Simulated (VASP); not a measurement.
# Ge (P6_3/mmc) in VASP: single point with r2SCAN

Aim: the single point of Ge with r2SCAN.

Everything below comes from runs of VASP 6.6.1. Logs are shortened: lines on timing, memory, paths and dates and some standing lists are left out, and cuts for length are marked.

## 1. The cell of the first run

The structure is hexagonal, space group P6_3/mmc (No. 194). The conventional cell has a = 3.998 Å, b = 3.998 Å, c = 6.599 Å, α = 90.00°, β = 90.00°, γ = 120.00°. Within 3.2 Å of Ge (site symmetry 3m) lie 4 Ge at 2.45 to 2.47 Å.

## 2. Single point, r2SCAN

Input file POSCAR:

```
Ge
1.0
    3.9975858400      0.0000000000      0.0000000000
   -1.9987929200      3.4620108900      0.0000000000
    0.0000000000      0.0000000000      6.5993779500
Ge
4
Direct
    0.6666666667      0.3333333333      0.0629012500
    0.3333333333      0.6666666667      0.5629012500
    0.6666666667      0.3333333333      0.4370987500
    0.3333333333      0.6666666667      0.9370987500
```

Input file INCAR.step1:

```
SYSTEM = Ge
PREC     = Accurate       ! precision mode
ENCUT    = 520            ! plane-wave cutoff, eV
ISMEAR   = -1             ! smearing method
SIGMA    = 0.15           ! smearing width, eV
LREAL    = .FALSE.        ! projectors in reciprocal space
LASPH    = .TRUE.         ! aspherical terms in the spheres
NELM     = 60             ! most SCF steps
NBANDS   = 36             ! bands
GGA      = PE             ! functional
ALGO     = Normal         ! electronic algorithm
EDIFF    = 1E-4           ! SCF threshold, eV
LWAVE    = .TRUE.         ! write WAVECAR
LCHARG   = .FALSE.        ! write CHGCAR
```

Input file INCAR.step2:

```
SYSTEM = Ge
PREC     = Accurate       ! precision mode
ENCUT    = 520            ! plane-wave cutoff, eV
EDIFF    = 1E-6           ! SCF threshold, eV
ISMEAR   = -1             ! smearing method
SIGMA    = 0.15           ! smearing width, eV
LREAL    = .FALSE.        ! projectors in reciprocal space
LASPH    = .TRUE.         ! aspherical terms in the spheres
NELM     = 60             ! most SCF steps
ALGO     = Normal         ! electronic algorithm
ISIF     = 2              ! what is computed and relaxed
LWAVE    = .FALSE.        ! write WAVECAR
LCHARG   = .FALSE.        ! write CHGCAR
METAGGA  = R2SCAN         ! meta-GGA
LMIXTAU  = .TRUE.       
NBANDS   = 36             ! bands
ISTART   = 1
```

Input file KPOINTS:

```
Automatic mesh
0
G
  6 6 3
  0 0 0
```

Potentials or basis: VASP PAW PBE potentials, release 64 (Ge_d).

Started as:

```sh
$ cat potpaw_PBE.64/Ge_d/POTCAR > POTCAR
$ cp INCAR.step1 INCAR
$ mpirun -np 1 vasp_std > vasp.out
$ cp INCAR.step2 INCAR
$ mpirun -np 1 vasp_std > vasp.out
```

OUTCAR:

```text
SYSTEM = Ge
   PREC = Accurate
   ENCUT = 520
   EDIFF = 1E-6
   ISMEAR = -1
   LREAL = .FALSE.
   LASPH = .TRUE.
   NELM = 60
   ISIF = 2
   METAGGA = R2SCAN
   ISTART = 1

 ion  position               nearest neighbor table
   1  0.667  0.333  0.063-   4 2.45   4 2.45   4 2.45   3 2.47
   2  0.333  0.667  0.563-   3 2.45   3 2.45   3 2.45   4 2.47
   3  0.667  0.333  0.437-   2 2.45   2 2.45   2 2.45   1 2.47
   4  0.333  0.667  0.937-   1 2.45   1 2.45   1 2.45   2 2.47

  LATTYP: Found a hexagonal cell.
 ALAT       =     3.9975858400
 C/A-ratio  =     1.6508408360

  Lattice vectors:

 A1 = (   3.9975858400,   0.0000000000,   0.0000000000)
 A2 = (  -1.9987929200,   3.4620108900,   0.0000000000)
 A3 = (   0.0000000000,   0.0000000000,   6.5993779500)

Analysis of symmetry for initial positions (statically):
=====================================================================
 Subroutine PRICEL returns:
 Original cell was already a primitive cell.

 Routine SETGRP: Setting up the symmetry group for a
 hexagonal supercell.

 Subroutine GETGRP returns: Found 24 space group operations
 (whereof 12 operations were pure point group operations)
 out of a pool of 24 trial point group operations.

The static configuration has the point symmetry D_3d.
 The point group associated with its full space group is D_6h.

Analysis of symmetry for dynamics (positions and initial velocities):
=====================================================================
 Subroutine PRICEL returns:
 Original cell was already a primitive cell.

 Routine SETGRP: Setting up the symmetry group for a
 hexagonal supercell.

 Subroutine GETGRP returns: Found 24 space group operations
 (whereof 12 operations were pure point group operations)
 out of a pool of 24 trial point group operations.

The dynamic configuration has the point symmetry D_3d.
 The point group associated with its full space group is D_6h.

 Subroutine INISYM returns: Found 24 space group operations
 (whereof 12 operations are pure point group operations),
 and found     1 'primitive' translations

----------------------------------------------------------------------------------------

                                     Primitive cell

[... 78 lines left out ...]
   LNONCOLLINEAR =      F non collinear calculations
   LSORBIT =      F    spin-orbit coupling
   LASPH  =      T    aspherical Exc in radial PAW
   ENCUT  =  520.0 eV  38.22 Ry    6.18 a.u.   7.43  7.43 12.27*2*pi/ulx,y,z
   NELM   =     60;   NELMIN=  2; NELMDL=  0     # of ELM steps
   EDIFF  = 0.1E-05   stopping-criterion for ELM
   LREAL  =      F    real-space projection
   EDIFFG = 0.1E-04   stopping-criterion for IOM
   NSW    =      0    number of steps for IOM
   IBRION =     -1    ionic relax: 0-MD 1-quasi-New 2-CG
   NFREE  =      0    steps in history (QN), initial steepest desc. (CG)
   ISIF   =      2    stress and relaxation
   ISYM   =      2    0-nonsym 1-usesym 2-fastsym
   POTIM  = 0.5000    time-step for ionic-motion
   TEBEG  =    0.0;   TEEND  =   0.0 temperature during run
   PSTRESS=    0.0 pullay stress
   NELECT =      56.0000    total number of electrons
   NUPDOWN=      -1.0000    fix difference up-down
   EMIN   =  10.00;   EMAX   =-10.00  energy-range for DOS
   EFERMI =   0.00;   METHOD = LEGACY
   ISMEAR =    -1;   SIGMA  =   0.15  broadening in eV -4-tet -1-fermi 0-gaus
   EFERMI_NEDOS =   21; number of points for ismear=-14 and -15
   IALGO  =     38    algorithm
   IMIX   =      4    mixing-type and parameters
     AMIX     =   0.40;   BMIX     =  1.00
     AMIX_MAG =   1.60;   BMIX_MAG =  1.00
  volume/ion in A,a.u.               =      22.83       154.09
  Fermi-wavevector in a.u.,A,eV,Ry     =   1.390789  2.628209 26.317650  1.934293
  Thomas-Fermi vector in A             =   2.514690
   LORBIT       =      0    0 simple, 1 ext, 2 COOP (PROOUT), +10 PAW based schemes
   METAGGA = R2SCAN    functional components
   LHFCALC =     F    Hartree Fock is set to
   AEXX    =    0.0000 exact exchange contribution
   IVDW    =     0    specifies the selected vdW correction
   LEPSILON=     F    determine dielectric tensor
   LRPA    =     F    only Hartree local field effects (RPA)
 non-spin polarized calculation
  energy-cutoff  :      520.00
  volume of cell :       91.33
 maximum number of plane-waves:      2491
 NGX is ok and might be reduce to    30
   NGX = 15   NGY = 15   NGZ = 25

 number of electron      56.0000054 magnetization

 Free energy of the ion-electron system (eV)
  ---------------------------------------------------
  ext. energy  EPLUGINS =         0.00000000
  ---------------------------------------------------
  free energy    TOTEN  =       -55.37696492 eV

  energy without entropy =      -55.35467560  energy(sigma->0) =      -55.36582026

 E-fermi :   4.8874     XC(G=0): -10.7685

 val. band max:        4.6078863024   @ k =   0.0000   0.0000   0.0000
 cond. band min:       4.8950837112   @ k =   0.0000   0.0000   0.0000
 fundamental gap:      0.2871974087
 Fermi energy:         4.8873969633

 k-point     1 :       0.0000    0.0000    0.0000
  band No.  band energies     occupation
      1     -20.8009      2.00000
      2     -20.8009      2.00000
      3     -20.7615      2.00000
      4     -20.7607      2.00000
      5     -20.7607      2.00000
      6     -20.7482      2.00000
[... 535 lines left out ...]
     35      12.0435      0.00000
     36      12.0435      0.00000

------------------------ aborting loop because EDIFF is reached ----------------------------------------

  FORCE on cell =-STRESS in cart. coord.  units (eV):
  Direction    XX          YY          ZZ          XY          YZ          ZX
  --------------------------------------------------------------------------------------
  -------------------------------------------------------------------------------------
  Total        0.0799119      0.0799119     -0.0500669      0.0000000      0.0000000      0.0000000
  in kB        1.4018226      1.4018226     -0.8782783      0.0000000      0.0000000      0.0000000
  external PRESSURE =       0.6417890 kB  Pullay stress =       0.0000000 kB

 VOLUME and BASIS-vectors are now :
 -----------------------------------------------------------------------------
  energy-cutoff  :      520.00
  volume of cell :       91.33
      direct lattice vectors                 reciprocal lattice vectors
     3.997585840  0.000000000  0.000000000     0.250150976  0.144424733  0.000000000
    -1.998792920  3.462010890  0.000000000     0.000000000  0.288849467  0.000000000
     0.000000000  0.000000000  6.599377950     0.000000000  0.000000000  0.151529433

 POSITION                                       TOTAL-FORCE (eV/Angst)
 -----------------------------------------------------------------------------------
      1.99879      1.15400      0.41511         0.000000     -0.000000      0.029924
     -0.00000      2.30801      3.71480        -0.000000      0.000000      0.029924
      1.99879      1.15400      2.88458         0.000000      0.000000     -0.029924
     -0.00000      2.30801      6.18427        -0.000000      0.000000     -0.029924
 -----------------------------------------------------------------------------------
    total drift:                                0.000000     -0.000000      0.000000

  FREE ENERGIE OF THE ION-ELECTRON SYSTEM (eV)
  ---------------------------------------------------
  free  energy   TOTEN  =       -55.3769649205 eV

  energy  without entropy=      -55.3546755951  energy(sigma->0) =      -55.36582026
```

OSZICAR.step1:

```text
N       E                     dE             d eps       ncg     rms          rms(c)
DAV:   1     0.511436181109E+03    0.51144E+03   -0.28213E+04  1124   0.428E+03
DAV:   2     0.689852222707E+02   -0.44245E+03   -0.43095E+03  1008   0.832E+02
DAV:   3    -0.133630873321E+02   -0.82348E+02   -0.81426E+02  1080   0.208E+02
DAV:   4    -0.180054045632E+02   -0.46423E+01   -0.46206E+01  1184   0.572E+01
DAV:   5    -0.180998615248E+02   -0.94457E-01   -0.94422E-01  1124   0.914E+00    0.451E+00
DAV:   6    -0.179842089742E+02    0.11565E+00   -0.65519E-02  1116   0.200E+00    0.266E+00
DAV:   7    -0.179219606592E+02    0.62248E-01   -0.10240E-01  1120   0.222E+00    0.194E-01
DAV:   8    -0.179254172252E+02   -0.34566E-02   -0.12391E-02  1112   0.995E-01    0.874E-02
DAV:   9    -0.179262512203E+02   -0.83400E-03   -0.85136E-04   876   0.127E-01    0.214E-02
DAV:  10    -0.179262977124E+02   -0.46492E-04   -0.81148E-05   844   0.947E-02
   1 F= -.17926298E+02 E0= -.17909931E+02  d E =-.327342E-01
```

Wall time 1.8 min (1 thread of Intel Xeon Platinum 8488C (Sapphire Rapids), shared host); peak memory 0.21 GiB.

What came out:

| Property | Result |
| --- | --- |
| Free energy | -55.3770 eV |
| Pressure | 0.1 GPa |
| Largest force | 0.030 eV/Å |

Forces in eV/Å, atoms in the order of the input:
```
Ge   0.000  0.000  0.030
Ge   0.000  0.000  0.030
Ge   0.000  0.000 -0.030
Ge   0.000  0.000 -0.030
```

Caveat: the PAW data sets were made with another functional, which shifts forces and pressure a little.
